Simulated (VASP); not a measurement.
# Al (C2/m) in VASP: further runs

Runs on Al. Level: PBE+D3(BJ). Tasks: single point.

All numbers are computed with VASP 6.6.1; they aren't measurements. Logs are shortened: lines on timing, memory, paths and dates and some standing lists are left out, and cuts for length are marked.

## Step 1: The cell of the first run

The structure is monoclinic, space group C2/m (No. 12). The conventional cell has a = 3.983 Å, b = 3.982 Å, c = 2.850 Å, α = 90.00°, β = 131.68°, γ = 90.00°. Al (site symmetry 2/m) has 12 Al at 2.82 to 2.98 Å within 3.7 Å.

## Step 2: Single point, PBE+D3(BJ) (engineering shear strain xz -0.0467, normal strain along z +0.0700)

INCAR reads:

```
  PREC = Accurate
  ENCUT = 520
  EDIFF = 1E-7
  ISMEAR = 0
  SIGMA = 0.15
  LREAL = F
  LASPH = T
  NELM = 80
  ALGO = Fast
  ISIF = 2
  LWAVE = F
  LCHARG = F
  GGA = PE
  IVDW = 12
  NBANDS = 8
```

KPOINTS reads:

```
regular mesh
0
Gamma
  20 20 20
```

POSCAR reads:

```
Al
1.0
   -0.0464903655      1.9910220790      2.1303936245
    1.9445317135      0.0000000000      2.0839032590
    1.9910220790      1.9910220790     -0.0464903655
Al
1
Direct
    0.0000000000      0.0000000000      0.0000000000
```

Potentials or basis: VASP PAW PBE potentials, release 64 (Al).

Command:

```
$ cat potpaw_PBE.64/Al/POTCAR > POTCAR
$ mpirun -np 1 vasp_std > vasp.out
```

OUTCAR:

```text
PREC = Accurate
   ENCUT = 520
   EDIFF = 1E-7
   ISMEAR = 0
   LREAL = F
   LASPH = T
   NELM = 80
   ISIF = 2
   GGA = PE
   IVDW = 12
 IVDW          = 12

 ion  position               nearest neighbor table
   1  0.000  0.000  0.000-

  LATTYP: Found a base centered monoclinic cell.
 ALAT       =     3.9831295601
 B/A-ratio  =     0.9997275002
 C/A-ratio  =     0.7155775146
 COS(beta)  =    -0.6649816542

  Lattice vectors:

 A1 = (  -1.9910220790,   1.9910220790,   0.0464903655)
 A2 = (  -1.9910220790,  -1.9910220790,   0.0464903655)
 A3 = (   1.9445317135,   0.0000000000,   2.0839032590)

Analysis of symmetry for initial positions (statically):
=====================================================================
 Subroutine PRICEL returns:
 Original cell was already a primitive cell.

 Routine SETGRP: Setting up the symmetry group for a
 base centered monoclinic supercell.

 Subroutine GETGRP returns: Found  4 space group operations
 (whereof  4 operations were pure point group operations)
 out of a pool of  4 trial point group operations.

The static configuration has the point symmetry C_2h.

Analysis of symmetry for dynamics (positions and initial velocities):
=====================================================================
 Subroutine PRICEL returns:
 Original cell was already a primitive cell.

 Routine SETGRP: Setting up the symmetry group for a
 base centered monoclinic supercell.

 Subroutine GETGRP returns: Found  4 space group operations
 (whereof  4 operations were pure point group operations)
 out of a pool of  4 trial point group operations.

The dynamic configuration has the point symmetry C_2h.

 Subroutine INISYM returns: Found  4 space group operations
 (whereof  4 operations are pure point group operations),
 and found     1 'primitive' translations

----------------------------------------------------------------------------------------

                                     Primitive cell

  volume of cell :      16.8819

  direct lattice vectors                    reciprocal lattice vectors
    -0.046490365  1.991022079  2.130393624    -0.245772327  0.251127301  0.229335062
     1.944531713  0.000000000  2.083903259     0.256738330 -0.251127301  0.240301066
     1.991022079  1.991022079 -0.046490365     0.245772327  0.251127301 -0.229335062

  length of vectors
     2.916317416  2.850237951  2.816114201     0.419599248  0.432115834  0.419599248

  position of ions in fractional coordinates (direct lattice)
     0.000000000  0.000000000  0.000000000

  ion indices of the primitive-cell ions
   primitive index   ion index
                 1           1

----------------------------------------------------------------------------------------

 KPOINTS: regular mesh

Automatic generation of k-mesh.
 Grid dimensions read from file:
 generate k-points for:   20   20   20

 Generating k-lattice:

  Cartesian coordinates                     Fractional coordinates (reciprocal lattice)
    -0.012288616  0.012556365  0.011466753     0.050000000  0.000000000  0.000000000
     0.012836917 -0.012556365  0.012015053    -0.000000000  0.050000000  0.000000000
     0.012288616  0.012556365 -0.011466753     0.000000000  0.000000000  0.050000000

  Length of vectors
     0.020979962  0.021605792  0.020979962

  Shift w.r.t. Gamma in fractional coordinates (k-lattice)
     0.000000000  0.000000000  0.000000000

 Subroutine IBZKPT returns following result:
 ===========================================

 Found   2112 irreducible k-points:

 Following reciprocal coordinates:
            Coordinates               Weight
  0.000000  0.000000  0.000000      1.000000
  0.050000 -0.000000  0.000000      4.000000
  0.100000 -0.000000 -0.000000      4.000000
  0.150000 -0.000000 -0.000000      4.000000
  0.200000 -0.000000 -0.000000      4.000000
  0.250000 -0.000000  0.000000      4.000000
[... 16 lines left out ...]
 -0.450000  0.050000 -0.000000      4.000000
 -0.400000  0.050000 -0.000000      4.000000
 [... further k-points ...]
   k-points           NKPTS =   2112   k-points in BZ     NKDIM =   2112   number of bands    NBANDS=      8
   number of dos      NEDOS =    301   number of ions     NIONS =      1
   total plane-waves  NPLWV =  13824
   dimension x,y,z NGX =    24 NGY =   24 NGZ =   24
   dimension x,y,z NGXF=    48 NGYF=   48 NGZF=   48
   ions per type =               1
   NGX,Y,Z   is equivalent  to a cutoff of  13.68, 14.00, 14.17 a.u.
   NGXF,Y,Z  is equivalent  to a cutoff of  27.36, 28.00, 28.34 a.u.
 SYSTEM =  unknown system
   PREC   = accura    normal or accurate (medium, high low for compatibility)
   ISTART =      0    job   : 0-new  1-cont  2-samecut
   ICHARG =      2    charge: 1-file 2-atom 10-const
   ISPIN  =      1    spin polarized calculation?
   LNONCOLLINEAR =      F non collinear calculations
   LSORBIT =      F    spin-orbit coupling
   LASPH  =      T    aspherical Exc in radial PAW
   ENCUT  =  520.0 eV  38.22 Ry    6.18 a.u.   5.42  5.30  5.24*2*pi/ulx,y,z
   NELM   =     80;   NELMIN=  2; NELMDL= -5     # of ELM steps
   EDIFF  = 0.1E-06   stopping-criterion for ELM
   LREAL  =      F    real-space projection
   EDIFFG = 0.1E-05   stopping-criterion for IOM
   NSW    =      0    number of steps for IOM
   IBRION =     -1    ionic relax: 0-MD 1-quasi-New 2-CG
   NFREE  =      0    steps in history (QN), initial steepest desc. (CG)
   ISIF   =      2    stress and relaxation
   ISYM   =      2    0-nonsym 1-usesym 2-fastsym
   POTIM  = 0.5000    time-step for ionic-motion
   TEBEG  =    0.0;   TEEND  =   0.0 temperature during run
   PSTRESS=    0.0 pullay stress
   NELECT =       3.0000    total number of electrons
   NUPDOWN=      -1.0000    fix difference up-down
   EMIN   =  10.00;   EMAX   =-10.00  energy-range for DOS
   EFERMI =   0.00;   METHOD = LEGACY
   ISMEAR =     0;   SIGMA  =   0.15  broadening in eV -4-tet -1-fermi 0-gaus
   EFERMI_NEDOS =   21; number of points for ismear=-14 and -15
   IALGO  =     68    algorithm
   IMIX   =      4    mixing-type and parameters
     AMIX     =   0.40;   BMIX     =  1.00
     AMIX_MAG =   1.60;   BMIX_MAG =  1.00
  volume/ion in A,a.u.               =      16.88       113.92
  Fermi-wavevector in a.u.,A,eV,Ry     =   0.920397  1.739297 11.525903  0.847130
  Thomas-Fermi vector in A             =   2.045697
   LORBIT       =      0    0 simple, 1 ext, 2 COOP (PROOUT), +10 PAW based schemes
   GGA     = PE    functional components
   LHFCALC =     F    Hartree Fock is set to
   AEXX    =    0.0000 exact exchange contribution
   IVDW    =    12    specifies the selected vdW correction
   LEPSILON=     F    determine dielectric tensor
   LRPA    =     F    only Hartree local field effects (RPA)
 non-spin polarized calculation
 RMM-DIIS sequential band-by-band and
 Gauss-broadening in eV      SIGMA  =   0.15
  energy-cutoff  :      520.00
  volume of cell :       16.88
 maximum number of plane-waves:       468
 NGX is ok and might be reduce to    24
   NGX = 11   NGY = 11   NGZ = 11

 number of electron       3.0000000 magnetization

 Free energy of the ion-electron system (eV)
  ---------------------------------------------------
  ext. energy  EPLUGINS =         0.00000000
  ---------------------------------------------------
  free energy    TOTEN  =        -3.73635790 eV

  energy without entropy =       -3.73190844  energy(sigma->0) =       -3.73413317

 E-fermi :   7.7501     XC(G=0): -10.1131

 val. band max:        7.7467848926   @ k =  -0.4500   0.3000   0.1500
 cond. band min:       7.7535042412   @ k =  -0.2500   0.1000   0.3500
 fundamental gap:      0.0067193486
 Fermi energy:         7.7501373116

 k-point     1 :       0.0000    0.0000    0.0000
  band No.  band energies     occupation
      1      -3.2148      2.00000
      2      19.4253      0.00000
      3      20.5006      0.00000
      4      20.9137      0.00000
      5      20.9846      0.00000
      6      21.3312      0.00000
      7      22.3590      0.00000
      8      24.3770      0.00000

 k-point     2 :       0.0500   -0.0000    0.0000
  band No.  band energies     occupation
      1      -3.1496      2.00000
      2      18.3377      0.00000
      3      19.8910      0.00000
      4      20.6689      0.00000
      5      21.4894      0.00000
      6      22.0940      0.00000
      7      22.7095      0.00000
      8      24.7644      0.00000

 k-point     3 :       0.1000   -0.0000   -0.0000
  band No.  band energies     occupation
      1      -2.9544      2.00000
      2      16.4511      0.00000
      3      19.4248      0.00000
      4      20.1837      0.00000
      5      22.0512      0.00000
      6      22.6556      0.00000
      7      23.2366      0.00000
      8      24.4873      0.00000

 k-point     4 :       0.1500   -0.0000   -0.0000
  band No.  band energies     occupation
      1      -2.6296      2.00000
      2      14.5054      0.00000
      3      19.0289      0.00000
      4      19.7495      0.00000
      5      22.2866      0.00000
      6      22.6926      0.00000
      7      23.4629      0.00000
      8      24.9004      0.00000

 k-point     5 :       0.2000   -0.0000   -0.0000
  band No.  band energies     occupation
      1      -2.1761      2.00000
      2      12.6051      0.00000
      3      18.7064      0.00000
      4      19.4185      0.00000
      5      21.9212      0.00000
      6      22.3313      0.00000
      7      23.9462      0.00000
      8      25.1944      0.00000
[... 177 lines left out ...]
 k-point    22 :       0.5000    0.0500    0.0000
  band No.  band energies     occupation
      1       2.7245      2.00000
      2       3.7306      2.00000
      3      16.9619      0.00000
      4      18.7797      0.00000
      5      19.6438      0.00000
      6      21.1965      0.00000
      7      23.0843      0.00000
      8      24.2741      0.00000

 k-point    23 :      -0.4500    0.0500   -0.0000
  band No.  band energies     occupation
      1       2.4930      2.00000
      2       3.9849      2.00000
      3      16.7381      0.00000
      4      19.2462      0.00000
      5      19.9888      0.00000
      6      20.7577      0.00000
      7      23.4347      0.00000
      8      23.8305      0.00000

 k-point    24 :      -0.4000    0.0500   -0.0000
  band No.  band energies     occupation
      1       1.3721      2.00000
      2       5.3588      2.00000
      3      16.6249      0.00000
      4      19.8189      0.00000
      5      20.3757      0.00000
      6      20.4824      0.00000
      7      23.3697      0.00000
      8      24.0240      0.00000

 [... further k-points ...]

------------------------ aborting loop because EDIFF is reached ----------------------------------------

 Edisp (eV)   -0.32844

 E8    (eV) :    -0.1468

  FORCE on cell =-STRESS in cart. coord.  units (eV):
  Direction    XX          YY          ZZ          XY          YZ          ZX
  --------------------------------------------------------------------------------------
  -------------------------------------------------------------------------------------
  Total      -0.35604    -0.36854    -0.71536     0.00000     0.00000     0.11194
  in kB     -33.79035   -34.97625   -67.89106     0.00000     0.00000    10.62363
  external pressure =      -45.55 kB  Pullay stress =        0.00 kB

 VOLUME and BASIS-vectors are now :
 -----------------------------------------------------------------------------
  energy-cutoff  :      520.00
  volume of cell :       16.88
      direct lattice vectors                 reciprocal lattice vectors
    -0.046490365  1.991022079  2.130393624    -0.245772327  0.251127301  0.229335062
     1.944531713  0.000000000  2.083903259     0.256738330 -0.251127301  0.240301066
     1.991022079  1.991022079 -0.046490365     0.245772327  0.251127301 -0.229335062

 POSITION                                       TOTAL-FORCE (eV/Angst)
 -----------------------------------------------------------------------------------
      0.00000      0.00000      0.00000         0.000000      0.000000     -0.000000
 -----------------------------------------------------------------------------------
    total drift:                               -0.000000      0.000000      0.000000

  FREE ENERGIE OF THE ION-ELECTRON SYSTEM (eV)
  ---------------------------------------------------
  free  energy   TOTEN  =        -4.0647939549 eV

  energy  without entropy=       -4.0603444963  energy(sigma->0) =       -4.06256923
```

Run time: 1.8 min. Hardware: 1 thread of Intel Xeon Platinum 8488C (Sapphire Rapids), shared host; peak memory 0.35 GiB.

What came out:

```yaml
Free_energy: -4.0648 eV
Pressure: -4.6 GPa
Dispersion_energy_per_atom: -0.328 eV
```

Stress tensor (GPa, compression positive):
```
-3.38  0.00  1.06
 0.00 -3.50  0.00
 1.06  0.00 -6.79
```

Caveat: the cell differs from its parent crystal (engineering shear strain xz -0.0467, normal strain along z +0.0700); pairwise dispersion overbinds metals, which lowers pressure and volume.

(Part 1 of 2 ends here.)
